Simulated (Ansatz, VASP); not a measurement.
# AlNi: VASP beside Ansatz

```
Al Ni
1.0
     2.02120   -2.02115    0.00000
     2.09538    2.09532    0.00000
     0.00000    0.00000    2.86887
Al Ni
1 1
Direct
  0.00000 0.00000 0.00000
  0.50000 0.50000 0.50000
```

Change from the starting cell: normal strain along x +0.0000, normal strain along y +0.0367.

Alike in both runs: task single point; functional PBEsol; k mesh 16 × 16 × 16; occupations gaussian, width 0.15 eV; no spin polarisation.

|  | VASP | Ansatz |
| --- | --- | --- |
| version | VASP 6.6.1 | Ansatz 0.2.0 |
| potentials or method | VASP PAW PBE potentials, release 64 (Al, Ni), cutoff 520 eV | scalar-relativistic, plane waves, PAW |
| valence electrons in the cell | 13 | 21 |

```tsv
	VASP	Ansatz	Ansatz less VASP
gap on the k mesh at the Fermi level (eV)	none	none	-
pressure (GPa)	-5.7	-5.7	+0.01
traceless stress, the component that is largest in VASP (GPa)	-1.24	-1.21	+0.037
```

VASP's potentials were made for PBE, not for PBEsol, and Ansatz warns of the same on its side. A gap of «none» marks a metal or a gap that the smearing closes. VASP's potentials hold 13 valence electrons a cell and Ansatz's 21, so a difference there can come from the potentials and not from the codes. Ansatz's warnings: near symmetry operations not taken.
